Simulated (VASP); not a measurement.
# Bi2Te3 (Tellurobismuthite) (R-3m) in VASP: single point with PBE+D4

Aim: the single point of Bi2Te3 (Tellurobismuthite) with PBE+D4.

All numbers are computed with VASP 6.6.1; they aren't measurements. Logs are shortened: lines on timing, memory, paths and dates and some standing lists are left out, and cuts for length are marked.

**Experimental background.**

“Vacancy and Antisite-Induced Ferromagnetism in Liquid-Phase Exfoliated Bi2Te3”, 2024, arxiv:2412.10539 quotes, for a bulk crystal of Bi2Te3: band gap 0.17 eV.

How close the calculation comes is told below.

**1. The cell of the first run**

The structure is trigonal, space group R-3m (No. 166). Conventional cell: a = 4.472 Å, b = 4.472 Å, c = 31.095 Å, α = 90.00°, β = 90.00°, γ = 120.00°. Bi (site symmetry 3m) has 6 Te at 3.13 to 3.31 Å within 4.1 Å. Within 4.4 Å of Te (site symmetry -3m) lie 6 Bi at 3.31 Å. Within 4.1 Å of Te (site symmetry 3m) lie 3 Bi at 3.13 Å and 3 Te at 3.71 Å.

**2. Single point, PBE+D4**

Contents of INCAR:

```
  PREC = Accurate
  ENCUT = 520
  EDIFF = 1E-6
  ISMEAR = 0
  SIGMA = 0.01
  LREAL = F
  LASPH = T
  NELM = 100
  ALGO = Normal
  ISIF = 2
  LWAVE = F
  LCHARG = F
  GGA = PE
  IVDW = 13
  NBANDS = 32
```

Contents of KPOINTS:

```
Automatic mesh
0
Gamma
  6 6 6
```

Contents of POSCAR:

```
Bi2Te3
1.0
    2.2360109196      1.2909613632     10.3650444217
   -2.2360109196      1.2909613632     10.3650444217
    0.0000000000     -2.5819227265     10.3650444217
Bi Te
2 3
Direct
    0.4000000000      0.4000000000      0.4000000000
    0.6000000000      0.6000000000      0.6000000000
    0.0000000000      0.0000000000      0.0000000000
    0.2095000000      0.2095000000      0.2095000000
    0.7905000000      0.7905000000      0.7905000000
```

Potentials or basis: VASP PAW PBE potentials, release 64 (Bi_d, Te).

Started as:

```console
cat potpaw_PBE.64/Bi_d/POTCAR potpaw_PBE.64/Te/POTCAR > POTCAR
mpirun -np 1 vasp_std > vasp.out
```

OUTCAR:

```text
PREC = Accurate
   ENCUT = 520
   EDIFF = 1E-6
   ISMEAR = 0
   LREAL = F
   LASPH = T
   NELM = 100
   ISIF = 2
   GGA = PE
   IVDW = 13

 ion  position               nearest neighbor table
   1  0.400  0.400  0.400-   5 3.13   5 3.13   5 3.13   3 3.31   3 3.31   3 3.31
   2  0.600  0.600  0.600-   4 3.13   4 3.13   4 3.13   3 3.31   3 3.31   3 3.31
   3  0.000  0.000  0.000-   2 3.31   1 3.31   2 3.31   2 3.31   1 3.31   1 3.31
   4  0.209  0.209  0.209-   2 3.13   2 3.13   2 3.13
   5  0.791  0.791  0.791-   1 3.13   1 3.13   1 3.13

  LATTYP: Found a trigonal (rhomboedric) cell.
 ALAT       =    10.6817822454
 COS(alpha) =     0.9123624163

  Lattice vectors:

 A1 = (   2.2360109196,   1.2909613632,  10.3650444217)
 A2 = (  -2.2360109196,   1.2909613632,  10.3650444217)
 A3 = (   0.0000000000,  -2.5819227265,  10.3650444217)

Analysis of symmetry for initial positions (statically):
=====================================================================
 Subroutine PRICEL returns:
 Original cell was already a primitive cell.

 Routine SETGRP: Setting up the symmetry group for a
 trigonal (rhombohedral) supercell.

 Subroutine GETGRP returns: Found 12 space group operations
 (whereof 12 operations were pure point group operations)
 out of a pool of 12 trial point group operations.

The static configuration has the point symmetry D_3d.

Analysis of symmetry for dynamics (positions and initial velocities):
=====================================================================
 Subroutine PRICEL returns:
 Original cell was already a primitive cell.

 Routine SETGRP: Setting up the symmetry group for a
 trigonal (rhombohedral) supercell.

 Subroutine GETGRP returns: Found 12 space group operations
 (whereof 12 operations were pure point group operations)
 out of a pool of 12 trial point group operations.

The dynamic configuration has the point symmetry D_3d.

 Subroutine INISYM returns: Found 12 space group operations
 (whereof 12 operations are pure point group operations),
 and found     1 'primitive' translations

----------------------------------------------------------------------------------------

                                     Primitive cell

  volume of cell :     179.5187

  direct lattice vectors                    reciprocal lattice vectors
     2.236010920  1.290961363 10.365044422     0.223612504  0.129102754  0.032159373
    -2.236010920  1.290961363 10.365044422    -0.223612504  0.129102754  0.032159373
     0.000000000 -2.581922727 10.365044422     0.000000000 -0.258205507  0.032159373

  length of vectors
    10.681782245 10.681782245 10.681782194     0.260200496  0.260200496  0.260200517

  position of ions in fractional coordinates (direct lattice)
     0.400000000  0.400000000  0.400000000
     0.600000000  0.600000000  0.600000000
     0.000000000  0.000000000  0.000000000
     0.209500000  0.209500000  0.209500000
     0.790500000  0.790500000  0.790500000

  ion indices of the primitive-cell ions
   primitive index   ion index
                 1           1
                 2           2
                 3           3
                 4           4
                 5           5

----------------------------------------------------------------------------------------

 KPOINTS: Automatic mesh

Automatic generation of k-mesh.
 Grid dimensions read from file:
 generate k-points for:    6    6    6

 Generating k-lattice:

  Cartesian coordinates                     Fractional coordinates (reciprocal lattice)
     0.037268751  0.021517126  0.005359896     0.166666667  0.000000000  0.000000000
    -0.037268751  0.021517126  0.005359896     0.000000000  0.166666667  0.000000000
     0.000000000 -0.043034251  0.005359896    -0.000000000 -0.000000000  0.166666667

  Length of vectors
     0.043366749  0.043366749  0.043366753

  Shift w.r.t. Gamma in fractional coordinates (k-lattice)
     0.000000000  0.000000000  0.000000000

 Subroutine IBZKPT returns following result:
 ===========================================

 Found     32 irreducible k-points:

 Following reciprocal coordinates:
            Coordinates               Weight
  0.000000  0.000000  0.000000      1.000000
  0.166667 -0.000000  0.000000      6.000000
  0.333333  0.000000  0.000000      6.000000
  0.500000  0.000000  0.000000      3.000000
  0.166667  0.166667  0.000000      6.000000
  0.333333  0.166667  0.000000     12.000000
[... 16 lines left out ...]
  0.500000  0.500000  0.166667      6.000000
 -0.333333  0.500000  0.166667     12.000000
 [... further k-points ...]
   k-points           NKPTS =     32   k-points in BZ     NKDIM =     32   number of bands    NBANDS=     32
   number of dos      NEDOS =    301   number of ions     NIONS =      5
   total plane-waves  NPLWV = 512000
   dimension x,y,z NGX =    80 NGY =   80 NGZ =   80
   dimension x,y,z NGXF=   160 NGYF=  160 NGZF=  160
   ions per type =               2   3
   NGX,Y,Z   is equivalent  to a cutoff of  12.45, 12.45, 12.45 a.u.
   NGXF,Y,Z  is equivalent  to a cutoff of  24.90, 24.90, 24.90 a.u.
 SYSTEM =  unknown system
   PREC   = accura    normal or accurate (medium, high low for compatibility)
   ISTART =      0    job   : 0-new  1-cont  2-samecut
   ICHARG =      2    charge: 1-file 2-atom 10-const
   ISPIN  =      1    spin polarized calculation?
   LNONCOLLINEAR =      F non collinear calculations
   LSORBIT =      F    spin-orbit coupling
   LASPH  =      T    aspherical Exc in radial PAW
   ENCUT  =  520.0 eV  38.22 Ry    6.18 a.u.  19.86 19.86 19.86*2*pi/ulx,y,z
   NELM   =    100;   NELMIN=  2; NELMDL= -5     # of ELM steps
   EDIFF  = 0.1E-05   stopping-criterion for ELM
   LREAL  =      F    real-space projection
   EDIFFG = 0.1E-04   stopping-criterion for IOM
   NSW    =      0    number of steps for IOM
   IBRION =     -1    ionic relax: 0-MD 1-quasi-New 2-CG
   NFREE  =      0    steps in history (QN), initial steepest desc. (CG)
   ISIF   =      2    stress and relaxation
   ISYM   =      2    0-nonsym 1-usesym 2-fastsym
   POTIM  = 0.5000    time-step for ionic-motion
   TEBEG  =    0.0;   TEEND  =   0.0 temperature during run
   PSTRESS=    0.0 pullay stress
   NELECT =      48.0000    total number of electrons
   NUPDOWN=      -1.0000    fix difference up-down
   EMIN   =  10.00;   EMAX   =-10.00  energy-range for DOS
   EFERMI =   0.00;   METHOD = LEGACY
   ISMEAR =     0;   SIGMA  =   0.01  broadening in eV -4-tet -1-fermi 0-gaus
   EFERMI_NEDOS =   21; number of points for ismear=-14 and -15
   IALGO  =     38    algorithm
   IMIX   =      4    mixing-type and parameters
     AMIX     =   0.40;   BMIX     =  1.00
     AMIX_MAG =   1.60;   BMIX_MAG =  1.00
  volume/ion in A,a.u.               =      35.90       242.29
  Fermi-wavevector in a.u.,A,eV,Ry     =   1.054675  1.993047 15.134300  1.112340
  Thomas-Fermi vector in A             =   2.189844
   LORBIT       =      0    0 simple, 1 ext, 2 COOP (PROOUT), +10 PAW based schemes
   GGA     = PE    functional components
   LHFCALC =     F    Hartree Fock is set to
   AEXX    =    0.0000 exact exchange contribution
   IVDW    =    13    specifies the selected vdW correction
   LEPSILON=     F    determine dielectric tensor
   LRPA    =     F    only Hartree local field effects (RPA)
 non-spin polarized calculation
 Gauss-broadening in eV      SIGMA  =   0.01
  energy-cutoff  :      520.00
  volume of cell :      179.52
 maximum number of plane-waves:      4862
   NGX = 39   NGY = 39   NGZ = 39

 number of electron      47.9999994 magnetization

 Free energy of the ion-electron system (eV)
  ---------------------------------------------------
  ext. energy  EPLUGINS =         0.00000000
  ---------------------------------------------------
  free energy    TOTEN  =       -18.36169612 eV

  energy without entropy =      -18.36169612  energy(sigma->0) =      -18.36169612

 E-fermi :   5.5586     XC(G=0):  -9.0708

 val. band max:        5.4584455145   @ k =   0.0000   0.0000   0.0000
 cond. band min:       5.7707653922   @ k =   0.0000   0.0000   0.0000
 fundamental gap:      0.3123198777
 Fermi energy:         5.5585647183

 k-point     1 :       0.0000    0.0000    0.0000
  band No.  band energies     occupation
      1     -17.6604      2.00000
      2     -17.6604      2.00000
      3     -17.6596      2.00000
      4     -17.6596      2.00000
      5     -17.6557      2.00000
      6     -17.6547      2.00000
[... 24 lines left out ...]
     31      10.4368      0.00000
     32      10.9142      0.00000

 k-point     2 :       0.1667   -0.0000    0.0000
  band No.  band energies     occupation
      1     -17.6616      2.00000
      2     -17.6606      2.00000
      3     -17.6579      2.00000
      4     -17.6571      2.00000
      5     -17.6544      2.00000
      6     -17.6535      2.00000
[... 24 lines left out ...]
     31       9.7997      0.00000
     32      10.6207      0.00000

 k-point     3 :       0.3333    0.0000    0.0000
  band No.  band energies     occupation
      1     -17.6647      2.00000
      2     -17.6633      2.00000
      3     -17.6562      2.00000
      4     -17.6548      2.00000
      5     -17.6545      2.00000
      6     -17.6534      2.00000
[... 24 lines left out ...]
     31       9.3866      0.00000
     32      10.7065      0.00000

 k-point     4 :       0.5000    0.0000    0.0000
  band No.  band energies     occupation
      1     -17.6666      2.00000
      2     -17.6649      2.00000
      3     -17.6573      2.00000
      4     -17.6554      2.00000
      5     -17.6548      2.00000
      6     -17.6528      2.00000
[... 654 lines left out ...]
     31       9.4966      0.00000
     32      11.3350      0.00000

 k-point    23 :       0.5000    0.5000    0.1667
  band No.  band energies     occupation
      1     -17.6647      2.00000
      2     -17.6633      2.00000
      3     -17.6562      2.00000
      4     -17.6548      2.00000
      5     -17.6545      2.00000
      6     -17.6534      2.00000
[... 24 lines left out ...]
     31       9.2941      0.00000
     32      10.5672      0.00000

 k-point    24 :      -0.3333    0.5000    0.1667
  band No.  band energies     occupation
      1     -17.6639      2.00000
      2     -17.6626      2.00000
      3     -17.6564      2.00000
      4     -17.6557      2.00000
      5     -17.6545      2.00000
      6     -17.6540      2.00000
[... 24 lines left out ...]
     31       9.8625      0.00000
     32      10.8908      0.00000

 [... further k-points ...]

------------------------ aborting loop because EDIFF is reached ----------------------------------------

  DFT-D4 for vdW energy calculation

  Edisp (eV):   -2.32132

  FORCE on cell =-STRESS in cart. coord.  units (eV):
  Direction    XX          YY          ZZ          XY          YZ          ZX
  --------------------------------------------------------------------------------------
  -------------------------------------------------------------------------------------
  Total      -3.21814    -3.21814    -3.60351    -0.00000     0.00000     0.00000
  in kB     -28.72146   -28.72146   -32.16081    -0.00000     0.00000     0.00000
  external pressure =      -29.87 kB  Pullay stress =        0.00 kB

 VOLUME and BASIS-vectors are now :
 -----------------------------------------------------------------------------
  energy-cutoff  :      520.00
  volume of cell :      179.52
      direct lattice vectors                 reciprocal lattice vectors
     2.236010920  1.290961363 10.365044422     0.223612504  0.129102754  0.032159373
    -2.236010920  1.290961363 10.365044422    -0.223612504  0.129102754  0.032159373
     0.000000000 -2.581922727 10.365044422     0.000000000 -0.258205507  0.032159373

 POSITION                                       TOTAL-FORCE (eV/Angst)
 -----------------------------------------------------------------------------------
      0.00000     -0.00000     12.43805         0.000000     -0.000000      0.149201
      0.00000     -0.00000     18.65708         0.000000      0.000000     -0.149201
      0.00000      0.00000      0.00000         0.000000      0.000000     -0.000000
      0.00000     -0.00000      6.51443         0.000000     -0.000000      0.365645
      0.00000     -0.00000     24.58070         0.000000      0.000000     -0.365645
 -----------------------------------------------------------------------------------
    total drift:                               -0.000000     -0.000000     -0.000000

  FREE ENERGIE OF THE ION-ELECTRON SYSTEM (eV)
  ---------------------------------------------------
  free  energy   TOTEN  =       -20.6830133695 eV

  energy  without entropy=      -20.6830133695  energy(sigma->0) =      -20.68301337
```

Run time: 8.2 min. Hardware: 1 thread of Intel Xeon 6975P-C (Granite Rapids), shared host; peak memory 0.97 GiB.

What came out:

```
Free energy                : -20.6830 eV
Pressure                   : -3.0 GPa
Largest force              : 0.366 eV/Å
Band gap on the k mesh     : 0.31 eV, direct
Dispersion energy per atom : -0.464 eV
```

Forces in eV/Å, atoms in the order of the input:
```
Bi   0.000  0.000  0.149
Bi   0.000  0.000 -0.149
Te   0.000  0.000  0.000
Te   0.000  0.000  0.366
Te   0.000  0.000 -0.366
```

Stress tensor (GPa, compression positive):
```
-2.87  0.00  0.00
 0.00 -2.87  0.00
 0.00  0.00 -3.22
```

Levels at points of the mesh, in eV from the valence-band top:
```tsv
k point	band 21	band 22	band 23	band 24	band 25	band 26	band 27	band 28
(0.00, 0.00, 0.00)	-1.52	-0.73	-0.73	0.00	0.31	0.74	0.74	1.98
(0.50, 0.00, 0.00)	-2.63	-2.16	-0.77	-0.45	0.63	1.13	2.65	2.84
(0.50, 0.50, 0.00)	-1.81	-1.67	-1.35	-0.84	0.95	1.57	2.02	2.57
(0.50, 0.50, 0.50)	-1.25	-0.99	-0.99	-0.42	0.87	1.18	1.18	1.66
```

Caveat: spin-orbit coupling is left out, which moves the levels of the heavy elements.

**3. Against experiment**

Step 2. Against the measured gap of Bi2Te3, 0.17 eV (quoted in “Vacancy and Antisite-Induced Ferromagnetism in Liquid-Phase Exfoliated Bi2Te3”, 2024, arxiv:2412.10539), the calculated 0.31 eV is off by +0.14 eV. Spin-orbit coupling on Bi, Te is left out. The value is that of PBE+D4 on a finite k mesh, which can miss the band edges, without temperature or zero-point motion.
